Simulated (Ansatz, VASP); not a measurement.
**Two plane-wave programs on Mo**

File INCAR:

```
PREC     = Accurate       # precision mode
ENCUT    = 600            # plane-wave cutoff, eV
EDIFF    = 1E-7           # SCF threshold, eV
ISMEAR   = 0              # smearing method
SIGMA    = 0.1            # smearing width, eV
LREAL    = False          # projectors in reciprocal space
LASPH    = True           # aspherical terms in the spheres
NELM     = 100            # most SCF steps
ALGO     = Normal         # electronic algorithm
ISIF     = 3              # what is computed and relaxed
LWAVE    = False          # write WAVECAR
LCHARG   = False          # write CHGCAR
GGA      = PE             # functional
IBRION   = 2              # ionic algorithm
NSW      = 100            # ionic steps
EDIFFG   = -0.01          # ionic threshold
```

The input KPOINTS:

```
Automatic mesh
0
Gamma
  18 18 18
```

File POSCAR:

```
Mo
1.0
   -1.5803556816      1.5803556816      1.5803556816
    1.5803556816     -1.5803556816      1.5803556816
    1.5803556816      1.5803556816     -1.5803556816
Mo
1
Direct
    0.0000000000      0.0000000000      0.0000000000
```

Input for Ansatz:

```yaml
crystal:
  lattice:
    - [-1.5803556816, 1.5803556816, 1.5803556816]
    - [1.5803556816, -1.5803556816, 1.5803556816]
    - [1.5803556816, 1.5803556816, -1.5803556816]
  atoms:
    - { symbol: Mo, position: [0.0, 0.0, 0.0] }
basis:
  ecutwfc: 420
kpoints:
  mp_grid: { grid: [18, 18, 18] }
hamiltonian:
  xc: pbe
scf:
  occupations: { method: gaussian, width: 0.1 }
output:
  forces: true
  stress: true
  eigenvalues: true
relax:
  adjacent_minimum: "off"
  f_tol: 0.01
  max_steps: 80
  cell: { stress_tol: 0.05 }
```

Alike in both runs: task relaxation of cell and atoms; functional PBE; k mesh 18 × 18 × 18; occupations gaussian, width 0.1 eV; no spin polarisation.

```csv
,VASP,Ansatz
version,VASP 6.6.1,Ansatz 0.2.0
potentials or method,"VASP PAW PBE potentials, release 64 (Mo_sv), cutoff 600 eV","scalar-relativistic, plane waves, PAW"
valence electrons in the cell,14,14
```

```csv
,VASP,Ansatz,Ansatz less VASP
"gap on the k mesh at the Fermi level, each at its own relaxed structure (eV)",none,none,-
relaxed volume (Å³/atom),15.81,15.78,-0.024
relaxed cell length with the largest relative difference (Å),2.738,2.737,-0.0014
```

A gap of «none» marks a metal or a gap that the smearing closes.
